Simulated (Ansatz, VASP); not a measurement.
C: VASP beside Ansatz

Contents of INCAR:

```
SYSTEM = C
ALGO     = Normal         ! electronic algorithm
EDIFF    = 1E-6           ! SCF threshold, eV
ENCUT    = 520            ! plane-wave cutoff, eV
ISIF     = 2              ! what is computed and relaxed
ISMEAR   = 0              ! smearing method
LASPH    = .True.         ! aspherical terms in the spheres
LCHARG   = .False.        ! write CHGCAR
LREAL    = .False.        ! projectors in reciprocal space
LWAVE    = .False.        ! write WAVECAR
NBANDS   = 26             ! bands
NELM     = 60             ! most SCF steps
PREC     = Accurate       ! precision mode
SIGMA    = 0.05           ! smearing width, eV
```

KPOINTS

```
k-points
0
Gamma
  6 6 10
  0 0 0
```

POSCAR

```
C
1.0
    2.0244000334     -4.3337146136      0.0000000000
    2.0244000334      4.3337146136      0.0000000000
    0.0000000000      0.0000000000      2.4856616114
C
8
Direct
    0.6482879639      0.9815881366      0.0000000000
    0.3517120361      0.0184118634      0.0000000000
    0.0184118634      0.3517120361      0.0000000000
    0.9815881366      0.6482879639      0.0000000000
    0.4045540954      0.2260768148      0.5000000000
    0.5954459046      0.7739231852      0.5000000000
    0.7739231852      0.5954459046      0.5000000000
    0.2260768148      0.4045540954      0.5000000000
```

Input for Ansatz:

```yaml
crystal:
  lattice:
    - [2.0244000334, -4.3337146136, 0.0]
    - [2.0244000334, 4.3337146136, 0.0]
    - [0.0, 0.0, 2.4856616114]
  atoms:
    - { symbol: C, position: [0.6482879639, 0.9815881366, 0.0] }
    - { symbol: C, position: [0.3517120361, 0.0184118634, 0.0] }
    - { symbol: C, position: [0.0184118634, 0.3517120361, 0.0] }
    - { symbol: C, position: [0.9815881366, 0.6482879639, 0.0] }
    - { symbol: C, position: [0.4045540954, 0.2260768148, 0.5] }
    - { symbol: C, position: [0.5954459046, 0.7739231852, 0.5] }
    - { symbol: C, position: [0.7739231852, 0.5954459046, 0.5] }
    - { symbol: C, position: [0.2260768148, 0.4045540954, 0.5] }
basis:
  ecutwfc: 420
kpoints:
  mp_grid: { grid: [6, 6, 10] }
hamiltonian:
  xc: lda
scf:
  occupations: { method: gaussian, width: 0.05 }
output:
  forces: true
  stress: true
  eigenvalues: true
  write_density: true
  write_potential: true
  elf: true
  volumetric_format: npy
```

Change from the starting cell: strain -0.0375 x Voigt [1, 0, 0, 0, 0, 0], atoms carried along.

Alike in both runs: task single point; functional LDA; k mesh 6 × 6 × 10; occupations gaussian, width 0.05 eV; no spin polarisation.

|  | VASP | Ansatz |
| --- | --- | --- |
| version | VASP 6.6.1 | Ansatz 0.2.0 |
| potentials or method | VASP PAW LDA potentials, release 64 (C), cutoff 520 eV | scalar-relativistic, plane waves, PAW |
| valence electrons in the cell | 32 | 32 |

Ansatz gave:

| Item | Value |
| --- | --- |
| gap on the k mesh at the Fermi level (eV) | 2.79 |
| least direct gap on the mesh (eV) | 4.52 |
| pressure (GPa) | 19.1 |
| traceless stress, the component that is largest in VASP (GPa) | 34.06 |
| rms of the force components (eV/Å) | 0.287 |

Question: Which values does VASP return?

Answer: gap on the k mesh at the Fermi level (eV): 2.77; least direct gap on the mesh (eV): 4.50; pressure (GPa): 20.8; traceless stress, the component that is largest in VASP (GPa): 34.19; rms of the force components (eV/Å): 0.300.

LDA's correlation is that of Perdew and Zunger in VASP and of Perdew and Wang (1992) in Ansatz. Atom by atom the forces differ by 0.014 eV/Å (rms over components).
